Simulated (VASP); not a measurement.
# Sb: relaxation of cell and atoms with PBEsol

Sb:

```xyz
2
Lattice="2.0935 1.2087 3.5515 -2.0935 1.2087 3.5515 0.0000 -2.4174 3.5515" Properties=species:S:1:pos:R:3 pbc="T T T"
Sb    0.0000    0.0000    2.5433
Sb    0.0000    0.0000    8.1112
```

| Quantity | Value |
| --- | --- |
| Program | VASP 6.6.1 |
| Task | relaxation of cell and atoms |
| Functional | PBEsol |
| Potentials or basis | VASP PAW PBE potentials, release 64 (Sb) |
| Cutoff | 600 eV |
| k mesh | 12 × 12 × 12 |
| Occupations | fermi-dirac, width 0.1 eV |
| Spin | no spin polarisation |
| Target pressure | 6.5 GPa |
| Dipole correction | no |
| Further INCAR settings | ALGO = Normal; EDIFF = 1e-06; IBRION = 2; EDIFFG = -0.002; NSW = 80; ISIF = 3 |

```yaml
Relaxed_volume: 26.44 Å³/atom
Relaxed_cell: a = 4.214 Å, b = 4.214 Å, c = 4.214 Å, α = 59.98°, β = 59.98°, γ = 59.98°
Space_group_after_relaxing_to_0.1_Å: Pm-3m (No. 221)
Energy_change_on_relaxing_the_run_minimises_the_enthalpy: +12.2 meV/atom
Ionic_steps: 44
Pressure_after_relaxing: 6.5 GPa
Band_gap_on_the_k_mesh: zero (bands 5 and 6 overlap by 1.00 eV)
```

The path:
```
step  energy change (eV)  largest force (eV/Å)  pressure (GPa)  volume (Å³)
   1              0.0000                0.2832            6.71        53.92
   3             -0.0285                0.0634            5.19        54.44
   5              0.0108                0.0483            6.55        53.27
   7              0.0188                0.0378            6.74        53.06
   9              0.0137                0.0096            6.26        53.16
  11              0.0198                0.0095            6.42        53.01
  13              0.0245                0.0101            6.57        52.89
  15              0.0250                0.0051            6.53        52.87
  17              0.0235                0.0031            6.46        52.91
  19              0.0222                0.0028            6.40        52.94
  21              0.0240                0.0029            6.49        52.89
  23              0.0244                0.0029            6.50        52.88
  25              0.0243                0.0029            6.50        52.89
  27              0.0239                0.0026            6.49        52.90
  29              0.0236                0.0024            6.46        52.90
  31              0.0238                0.0025            6.47        52.90
  33              0.0239                0.0025            6.48        52.90
  35              0.0243                0.0023            6.48        52.89
  37              0.0247                0.0019            6.51        52.88
  39              0.0242                0.0011            6.48        52.89
  41              0.0253                0.0005            6.52        52.86
  43              0.0250                0.0001            6.52        52.87
  44              0.0245                0.0011            6.49        52.88
```

Final structure:
```
Sb
1.0
     2.10631    1.21608    3.44096
    -2.10631    1.21608    3.44096
     0.00000   -2.43215    3.44096
Sb
2
Direct
  0.25034 0.25034 0.25034
  0.74966 0.74966 0.74966
```

Levels at points of the mesh, in eV from the Fermi level:
| k point | band 1 | band 2 | band 3 | band 4 | band 5 | band 6 | band 7 | band 8 | band 9 |
| --- | --- | --- | --- | --- | --- | --- | --- | --- | --- |
| (0.00, 0.00, 0.00) | -13.41 | -3.79 | -1.88 | -1.87 | -1.87 | 3.55 | 3.55 | 3.55 | 4.63 |
| (0.50, 0.00, 0.00) | -10.40 | -10.39 | -0.77 | -0.76 | -0.73 | -0.72 | 0.36 | 0.38 | 9.11 |
| (0.50, 0.50, 0.00) | -10.52 | -7.39 | -6.49 | -4.12 | -4.12 | 1.64 | 5.99 | 5.99 | 8.57 |
| (0.50, 0.50, 0.50) | -10.42 | -10.37 | -0.76 | -0.76 | -0.73 | -0.73 | 0.36 | 0.39 | 9.12 |

It took 18 min on 1 thread of Intel(R) Xeon(R) Platinum 8259CL CPU @ 2.50GHz (Skylake/Cascade Lake) (shared host), peak memory 0.29 GiB.

Caveat: the cell is relaxed towards a set pressure, so the run minimises the enthalpy, not the energy; the PAW data sets were made with another functional, which shifts forces and pressure a little; spin-orbit coupling is left out, which moves the levels of the heavy elements.
